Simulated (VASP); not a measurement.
# Si (a cell with a defect) in VASP: further runs

The runs below take Si (a cell with a defect) through single point, with PBE.

Everything below comes from runs of VASP 6.6.1. Logs are shortened: lines on timing, memory, paths and dates and some standing lists are left out, and cuts for length are marked.

## Step 1: The cell of the first run

The cell holds a defect, 63 atoms: a = 10.860 Å, b = 10.860 Å, c = 10.860 Å, α = 90.00°, β = 90.00°, γ = 90.00°.

## Step 2: Single point, PBE

File INCAR:

```
  ALGO = Normal
  EDIFF = 1E-7
  ENCUT = 520
  GGA = PE
  ISIF = 2
  ISMEAR = 0
  LASPH = True
  LCHARG = False
  LREAL = Auto
  LWAVE = False
  NBANDS = 163
  NELECT = 250.0
  NELM = 100
  PREC = Accurate
  SIGMA = 0.02
```

File KPOINTS:

```
k-points
0
Gamma
  1 1 1
```

File POSCAR:

```
Si
1.0
   10.8600000000      0.0000000000      0.0000000000
    0.0000000000     10.8600000000      0.0000000000
    0.0000000000      0.0000000000     10.8600000000
Si
63
Direct
    0.4999211786      0.0000161142     -0.0001821363
    0.6264985267      0.1254770718      0.1245361878
    0.7489604972      0.2527636280     -0.0010800184
    0.8751106814      0.3748701657      0.1250984346
    0.7506041436      0.0023183241      0.2501821363
    0.8777723757      0.1236198895      0.3762372007
    0.0003033149      0.0022566298      0.0007045120
    0.1263305709      0.1236234807      0.1278928177
    0.2477441068      0.2496413444      0.0007290976
    0.3755097606      0.3768811234      0.1231335175
    0.4978863720      0.5080086556     -0.0079491713
    0.6237293738      0.6262395028      0.1220240331
    0.7420167587      0.7520480663     -0.0079222836
    0.8731338858      0.8744807551      0.1231591160
    0.2517581952     -0.0017883057      0.2528546041
    0.3769191529      0.1178460405      0.3822313076
    0.5006660221      0.2485197053      0.2513584715
    0.6265939227      0.3751706262      0.3744488950
    0.7490093002      0.5009571823      0.2472842541
    0.8747662983      0.6234190608      0.3744407919
    0.5011474217     -0.0108637201      0.5110908840
    0.6255131676      0.1243905157      0.6263400552
    0.7507025783      0.2496532228      0.4977381215
    0.8729847145      0.3770038674      0.6255622468
    0.7499185083      0.0000825046      0.7500337937
    0.8746928177      0.1254920810      0.8766046961
   -0.0027589319      0.5009981584     -0.0010699816
    0.1244963168      0.6234949355      0.1245529466
    0.2499255985      0.7500825046     -0.0001639042
    0.3751531308      0.8748337937      0.1252635359
    0.0001098527      0.2498704420      0.2501205341
    0.1263299263      0.3722435543      0.3762331492
    0.2476606814      0.4993833333      0.2501767956
    0.3761875691      0.6245003683      0.3756453959
    0.5000355433      0.7499411602      0.2496973297
    0.6254410681      0.8738206262      0.3756559853
    0.0026628913     -0.0017766114      0.5017000921
    0.1317616943      0.1182453959      0.6267966851
    0.2517417127      0.2473782689      0.5016938306
    0.3751933702      0.3748305709      0.6251939227
    0.5000302947      0.4999657459      0.4997198895
    0.6113026703      0.6386913444      0.6232350829
    0.7499977901      0.7499896869      0.4997255064
    0.8751756906      0.8748017495      0.6251855433
    0.2601386740     -0.0101002762      0.7511566298
    0.3762464088      0.1243326888      0.8753597606
    0.5000820442      0.2504262431      0.7500725599
    0.6237386740      0.3781520258      0.8737048803
    0.7418935543      0.5081048803      0.7477684162
    0.8718758748      0.6262304788      0.8737047882
    0.0015028545      0.7493158379      0.2514182320
    0.1322558932      0.8730235727      0.3823276243
    0.0002855433      0.4993086556      0.4977168508
    0.1255890424      0.6244487109      0.6263264273
    0.2610456722      0.7488277164      0.5112361878
    0.4548661142      0.7949183241      0.7040197053
    0.0011876611      0.2487755064      0.7506432781
    0.1244874770      0.3752275322      0.8766269797
    0.2498516575      0.5000252302      0.7500502762
    0.3734354512      0.6387780847      0.8612013812
    0.6111632597      0.8764746777      0.8611498158
   -0.0004177716      0.7499073665      0.7500604972
    0.1256592081      0.8737761510      0.8753386740
```

Potentials or basis: VASP PAW PBE potentials, release 64 (Si).

On the command line:

```sh
$ cat potpaw_PBE.64/Si/POTCAR > POTCAR
$ mpirun -np 1 vasp_gam > vasp.out
```

OUTCAR:

```text
EDIFF = 1E-7
   ENCUT = 520
   GGA = PE
   ISIF = 2
   ISMEAR = 0
   LASPH = True
   LREAL = Auto
   NELECT = 250.0
   NELM = 100
   PREC = Accurate

 ion  position               nearest neighbor table
   1  0.500  0.000  1.000-  46 2.34  61 2.35  30 2.35   2 2.36
   2  0.626  0.125  0.125-   5 2.34   3 2.35  17 2.36   1 2.36
   3  0.749  0.253  0.999-   4 2.35  26 2.35   2 2.35  48 2.36
   4  0.875  0.375  0.125-  19 2.35  27 2.35   3 2.35  31 2.35
   5  0.751  0.002  0.250-   2 2.34   6 2.35  14 2.37  36 2.38
   6  0.878  0.124  0.376-   5 2.35  23 2.35  31 2.35  37 2.36
[... 47 lines left out ...]
  54  0.126  0.624  0.626-  59 2.34  62 2.35  55 2.36  53 2.38
  55  0.261  0.749  0.511-  54 2.36  34 2.36  52 2.39  56 3.01
  56  0.455  0.795  0.704-  42 2.56  60 2.56  61 2.56  55 3.01  21 3.02  45 3.04
  57  0.001  0.249  0.751-  58 2.36  26 2.36  24 2.39  38 2.41
  58  0.124  0.375  0.877-   9 2.34  27 2.35  57 2.36  59 2.36
  59  0.250  0.500  0.750-  54 2.34  60 2.35  40 2.35  58 2.36
  60  0.373  0.639  0.861-  29 2.35  59 2.35  11 2.42  56 2.56
  61  0.611  0.876  0.861-   1 2.35  25 2.35  13 2.42  56 2.56
  62  1.000  0.750  0.750-  44 2.35  50 2.35  54 2.35  63 2.35
  63  0.126  0.874  0.875-  29 2.34  62 2.35  45 2.35   7 2.38

  LATTYP: Found a simple cubic cell.
 ALAT       =    10.8600000000

  Lattice vectors:

 A1 = (  10.8600000000,   0.0000000000,   0.0000000000)
 A2 = (   0.0000000000,  10.8600000000,   0.0000000000)
 A3 = (   0.0000000000,   0.0000000000,  10.8600000000)

Analysis of symmetry for initial positions (statically):
=====================================================================
 Subroutine PRICEL returns:
 Original cell was already a primitive cell.

 Routine SETGRP: Setting up the symmetry group for a
 simple cubic supercell.

 Subroutine GETGRP returns: Found  1 space group operations
 (whereof  1 operations were pure point group operations)
 out of a pool of 48 trial point group operations.

The static configuration has the point symmetry C_1 .

Analysis of symmetry for dynamics (positions and initial velocities):
=====================================================================
 Subroutine PRICEL returns:
 Original cell was already a primitive cell.

 Routine SETGRP: Setting up the symmetry group for a
 simple cubic supercell.

 Subroutine GETGRP returns: Found  1 space group operations
 (whereof  1 operations were pure point group operations)
 out of a pool of 48 trial point group operations.

The dynamic configuration has the point symmetry C_1 .

 Subroutine INISYM returns: Found  1 space group operations
 (whereof  1 operations are pure point group operations),
 and found     1 'primitive' translations

----------------------------------------------------------------------------------------

                                     Primitive cell

  volume of cell :    1280.8241

  direct lattice vectors                    reciprocal lattice vectors
    10.860000000  0.000000000  0.000000000     0.092081031  0.000000000  0.000000000
     0.000000000 10.860000000  0.000000000     0.000000000  0.092081031  0.000000000
     0.000000000  0.000000000 10.860000000     0.000000000  0.000000000  0.092081031

  length of vectors
    10.860000000 10.860000000 10.860000000     0.092081031  0.092081031  0.092081031

  position of ions in fractional coordinates (direct lattice)
     0.499921179  0.000016114  0.999817864
     0.626498527  0.125477072  0.124536188
     0.748960497  0.252763628  0.998919982
     0.875110681  0.374870166  0.125098435
     0.750604144  0.002318324  0.250182136
     0.877772376  0.123619889  0.376237201
[... 55 lines left out ...]
     0.999582228  0.749907366  0.750060497
     0.125659208  0.873776151  0.875338674

  ion indices of the primitive-cell ions
   primitive index   ion index
                 1           1
                 2           2
                 3           3
                 4           4
                 5           5
                 6           6
[... 55 lines left out ...]
                62          62
                63          63

----------------------------------------------------------------------------------------

 KPOINTS: k-points

Automatic generation of k-mesh.
 Grid dimensions read from file:
 generate k-points for:    1    1    1

 Generating k-lattice:

  Cartesian coordinates                     Fractional coordinates (reciprocal lattice)
     0.092081031  0.000000000  0.000000000     1.000000000  0.000000000  0.000000000
     0.000000000  0.092081031  0.000000000     0.000000000  1.000000000  0.000000000
     0.000000000  0.000000000  0.092081031     0.000000000  0.000000000  1.000000000

  Length of vectors
     0.092081031  0.092081031  0.092081031

  Shift w.r.t. Gamma in fractional coordinates (k-lattice)
     0.000000000  0.000000000  0.000000000

 Subroutine IBZKPT returns following result:
 ===========================================

 Found      1 irreducible k-points:

 Following reciprocal coordinates:
            Coordinates               Weight
  0.000000  0.000000  0.000000      1.000000
   k-points           NKPTS =      1   k-points in BZ     NKDIM =      1   number of bands    NBANDS=    163
   number of dos      NEDOS =    301   number of ions     NIONS =     63
   total plane-waves  NPLWV = 592704
   dimension x,y,z NGX =    84 NGY =   84 NGZ =   84
   dimension x,y,z NGXF=   168 NGYF=  168 NGZF=  168
   ions per type =              63
   NGX,Y,Z   is equivalent  to a cutoff of  12.86, 12.86, 12.86 a.u.
   NGXF,Y,Z  is equivalent  to a cutoff of  25.72, 25.72, 25.72 a.u.
 SYSTEM =  unknown system
   PREC   = accura    normal or accurate (medium, high low for compatibility)
   ISTART =      0    job   : 0-new  1-cont  2-samecut
   ICHARG =      2    charge: 1-file 2-atom 10-const
   ISPIN  =      1    spin polarized calculation?
   LNONCOLLINEAR =      F non collinear calculations
   LSORBIT =      F    spin-orbit coupling
   LASPH  =      T    aspherical Exc in radial PAW
   ENCUT  =  520.0 eV  38.22 Ry    6.18 a.u.  20.19 20.19 20.19*2*pi/ulx,y,z
   NELM   =    100;   NELMIN=  2; NELMDL= -5     # of ELM steps
   EDIFF  = 0.1E-06   stopping-criterion for ELM
   LREAL  =      T    real-space projection
   EDIFFG = 0.1E-05   stopping-criterion for IOM
   NSW    =      0    number of steps for IOM
   IBRION =     -1    ionic relax: 0-MD 1-quasi-New 2-CG
   NFREE  =      0    steps in history (QN), initial steepest desc. (CG)
   ISIF   =      2    stress and relaxation
   ISYM   =      2    0-nonsym 1-usesym 2-fastsym
   POTIM  = 0.5000    time-step for ionic-motion
   TEBEG  =    0.0;   TEEND  =   0.0 temperature during run
   PSTRESS=    0.0 pullay stress
   NELECT =     250.0000    total number of electrons
   NUPDOWN=      -1.0000    fix difference up-down
   EMIN   =  10.00;   EMAX   =-10.00  energy-range for DOS
   EFERMI =   0.00;   METHOD = LEGACY
   ISMEAR =     0;   SIGMA  =   0.02  broadening in eV -4-tet -1-fermi 0-gaus
   EFERMI_NEDOS =   21; number of points for ismear=-14 and -15
   IALGO  =     38    algorithm
   IMIX   =      4    mixing-type and parameters
     AMIX     =   0.40;   BMIX     =  1.00
     AMIX_MAG =   1.60;   BMIX_MAG =  1.00
  volume/ion in A,a.u.               =      20.33       137.20
  Fermi-wavevector in a.u.,A,eV,Ry     =   0.949639  1.794557 12.269916  0.901813
  Thomas-Fermi vector in A             =   2.077940
   LORBIT       =      0    0 simple, 1 ext, 2 COOP (PROOUT), +10 PAW based schemes
   GGA     = PE    functional components
   LHFCALC =     F    Hartree Fock is set to
   AEXX    =    0.0000 exact exchange contribution
   IVDW    =     0    specifies the selected vdW correction
   LEPSILON=     F    determine dielectric tensor
   LRPA    =     F    only Hartree local field effects (RPA)
 non-spin polarized calculation
 Gauss-broadening in eV      SIGMA  =   0.02
  energy-cutoff  :      520.00
  volume of cell :     1280.82
 maximum number of plane-waves:     17229
 NGX is ok and might be reduce to    84
   NGX = 41   NGY = 41   NGZ = 41

 number of electron     249.9999990 magnetization

 Free energy of the ion-electron system (eV)
  ---------------------------------------------------
  ext. energy  EPLUGINS =         0.00000000
  ---------------------------------------------------
  free energy    TOTEN  =      -344.08999065 eV

  energy without entropy =     -344.08999065  energy(sigma->0) =     -344.08999065

 E-fermi :   5.5582     XC(G=0):  -9.3160

 val. band max:        5.4492865724   @ k =   0.0000   0.0000   0.0000
 cond. band min:       6.1667366604   @ k =   0.0000   0.0000   0.0000
 fundamental gap:      0.7174500880
 Fermi energy:         5.5582054252

 k-point     1 :       0.0000    0.0000    0.0000
  band No.  band energies     occupation
      1      -6.1543      2.00000
      2      -5.1164      2.00000
      3      -5.1160      2.00000
      4      -5.0779      2.00000
      5      -5.0768      2.00000
      6      -5.0605      2.00000
[... 129 lines left out ...]
    136       6.9008      0.00000
    137       6.9347      0.00000
 [bands above 137 left out]

------------------------ aborting loop because EDIFF is reached ----------------------------------------

  FORCE on cell =-STRESS in cart. coord.  units (eV):
  Direction    XX          YY          ZZ          XY          YZ          ZX
  --------------------------------------------------------------------------------------
  -------------------------------------------------------------------------------------
  Total      -10.4840377    -10.4726758    -10.5309308      2.1544500      2.2882961     -2.3176921
  in kB      -13.1144379    -13.1002253    -13.1730963      2.6949923      2.8624198     -2.8991911
  external PRESSURE =     -13.1292532 kB  Pullay stress =       0.0000000 kB

 VOLUME and BASIS-vectors are now :
 -----------------------------------------------------------------------------
  energy-cutoff  :      520.00
  volume of cell :     1280.82
      direct lattice vectors                 reciprocal lattice vectors
    10.860000000  0.000000000  0.000000000     0.092081031  0.000000000  0.000000000
     0.000000000 10.860000000  0.000000000     0.000000000  0.092081031  0.000000000
     0.000000000  0.000000000 10.860000000     0.000000000  0.000000000  0.092081031

 POSITION                                       TOTAL-FORCE (eV/Angst)
 -----------------------------------------------------------------------------------
      5.42914      0.00018     10.85802         0.001329     -0.001107     -0.009775
      6.80377      1.36268      1.35246        -0.011261      0.000019     -0.004426
      8.13371      2.74501     10.84827        -0.003451     -0.001602     -0.002386
      9.50370      4.07109      1.35857        -0.004954      0.005004     -0.006274
      8.15156      0.02518      2.71698        -0.004229     -0.003161     -0.001731
      9.53261      1.34251      4.08594        -0.008266      0.004363      0.000276
[... 55 lines left out ...]
     10.85546      8.14399      8.14566        -0.012915     -0.000873      0.000875
      1.36466      9.48921      9.50618        -0.002449     -0.008237      0.002271
 -----------------------------------------------------------------------------------
    total drift:                               -0.003441     -0.007819     -0.010938

  FREE ENERGIE OF THE ION-ELECTRON SYSTEM (eV)
  ---------------------------------------------------
  free  energy   TOTEN  =      -344.0899906488 eV

  energy  without entropy=     -344.0899906488  energy(sigma->0) =     -344.08999065
```

Run time: 6.3 min. Hardware: 1 thread of Intel Xeon Platinum 8259CL at 2.50GHz (Skylake/Cascade Lake), shared host; peak memory 1 GiB.

What came out:

* Free energy: -344.0900 eV
* Largest force: 0.437 eV/Å

Forces in eV/Å, atoms in the order of the input:
```
Si   0.001 -0.001 -0.010
Si  -0.011  0.000 -0.004
Si  -0.003 -0.002 -0.002
Si  -0.005  0.005 -0.006
Si  -0.004 -0.003 -0.002
Si  -0.008  0.004  0.000
Si  -0.004  0.000 -0.005
Si  -0.001  0.001 -0.009
Si   0.000  0.006 -0.005
Si   0.006  0.005 -0.007
Si   0.002  0.005 -0.004
Si   0.000  0.001 -0.001
Si  -0.008  0.003 -0.006
Si  -0.006 -0.008 -0.007
Si   0.001 -0.001 -0.011
Si  -0.015  0.018 -0.018
Si   0.005  0.014 -0.014
Si  -0.010  0.006 -0.001
Si  -0.004  0.005  0.003
Si  -0.006  0.010 -0.001
Si   0.006  0.055 -0.063
Si  -0.003 -0.004  0.008
Si  -0.004  0.006  0.001
Si  -0.005  0.004 -0.004
Si  -0.008  0.003  0.008
Si  -0.005  0.000 -0.012
Si   0.002  0.004 -0.002
Si  -0.001  0.011 -0.004
Si  -0.001 -0.001 -0.009
Si  -0.001  0.000 -0.006
Si   0.004 -0.005  0.004
Si  -0.004  0.008  0.000
Si   0.004  0.004 -0.001
Si   0.009  0.005  0.008
Si   0.000 -0.001 -0.014
Si  -0.004 -0.008  0.007
Si  -0.011 -0.001  0.002
Si  -0.019  0.019 -0.026
Si   0.001  0.012  0.002
Si  -0.002  0.005 -0.005
Si   0.004  0.004 -0.001
Si   0.019 -0.020 -0.021
Si  -0.005 -0.004 -0.001
Si  -0.005  0.001 -0.004
Si  -0.051  0.049  0.006
Si   0.008  0.003  0.003
Si   0.001  0.013  0.001
Si  -0.001  0.000  0.001
Si   0.001  0.000  0.013
Si   0.000  0.001  0.001
Si  -0.013 -0.002 -0.013
Si  -0.019  0.015 -0.019
Si  -0.005  0.004  0.001
Si   0.006  0.004  0.007
Si  -0.058 -0.008 -0.064
Si   0.250 -0.247  0.260
Si  -0.015  0.015  0.015
Si   0.001  0.006 -0.012
Si  -0.004  0.005  0.009
Si  -0.009 -0.020  0.017
Si   0.021  0.006  0.019
Si  -0.013 -0.001  0.001
Si  -0.002 -0.008  0.002
```

Levels at points of the mesh, in eV from the Fermi level:
| k point | band 122 | band 123 | band 124 | band 125 | band 126 | band 127 | band 128 | band 129 |
| --- | --- | --- | --- | --- | --- | --- | --- | --- |
| (0.00, 0.00, 0.00) | -0.84 | -0.27 | -0.27 | -0.11 | 0.61 | 0.61 | 0.76 | 0.88 |

Caveat: the k points lie up to 0.58 Å⁻¹ apart; the cell carries a net charge on a neutralising background, which shifts energy and pressure; the cell is charged against a uniform background, so pressure and absolute levels hang on convention.

(Part 1 of 2 ends here.)
